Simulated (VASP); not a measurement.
Write the native input for VASP 6.6.1 that does the following.

| Property | Result |
| --- | --- |
| Task | single point |
| Functional | PBE |
| Potentials or basis | VASP PAW PBE potentials, release 64 (Sn_d, Se) |
| Cutoff | 500 eV |
| k mesh | 6 × 6 × 2 |
| Occupations | gaussian, width 0.01 eV |
| Spin | no spin polarisation |
| Dipole correction | no |
| Further INCAR settings | ALGO = Normal; EDIFF = 1e-06; NBANDS = 20 |

The structure of SnSe2 lies in POSCAR:

```
SnSe2
1.0
    3.8110000000      0.0000000000      0.0000000000
   -1.9055000000      3.3004228100      0.0000000000
    0.0000000000      0.0000000000      6.1360000000
Sn Se
1 2
Direct
    0.0000000000      0.0000000000      0.0000000000
    0.3333333333      0.6666666667      0.2490000000
    0.6666666667      0.3333333333      0.7510000000
```

These files were run (other wordings do the same):

INCAR

```
  ALGO = Normal
  EDIFF = 1E-6
  ENCUT = 500
  GGA = PE
  GGA_COMPAT = F
  ISIF = 2
  ISMEAR = 0
  LASPH = T
  LCHARG = F
  LREAL = F
  LWAVE = F
  NBANDS = 20
  NELM = 120
  PREC = Accurate
  SIGMA = 0.01
```

KPOINTS

```
k-points
0
Gamma
  6 6 2
```

Potentials or basis: VASP PAW PBE potentials, release 64 (Sn_d, Se).

Command:

```sh
$ cat potpaw_PBE.64/Sn_d/POTCAR potpaw_PBE.64/Se/POTCAR > POTCAR
$ mpirun -np 1 vasp_std > vasp.out
```

Results of the run:

```
Pressure               : 5.6 GPa
Largest force          : 0.802 eV/Å
Band gap on the k mesh : 0.87 eV (least direct gap 1.09 eV)
```

Caveat: the k points lie up to 0.51 Å⁻¹ apart; spin-orbit coupling is left out, which moves the levels of the heavy elements; this functional lacks dispersion, which binds the layers, so the pressure and a relaxed spacing across them are unreliable.

Run time: 9.2 s on 1 thread of Intel(R) Xeon(R) 6975P-C (Granite Rapids), with other jobs on the host, peak memory 0.18 GiB.
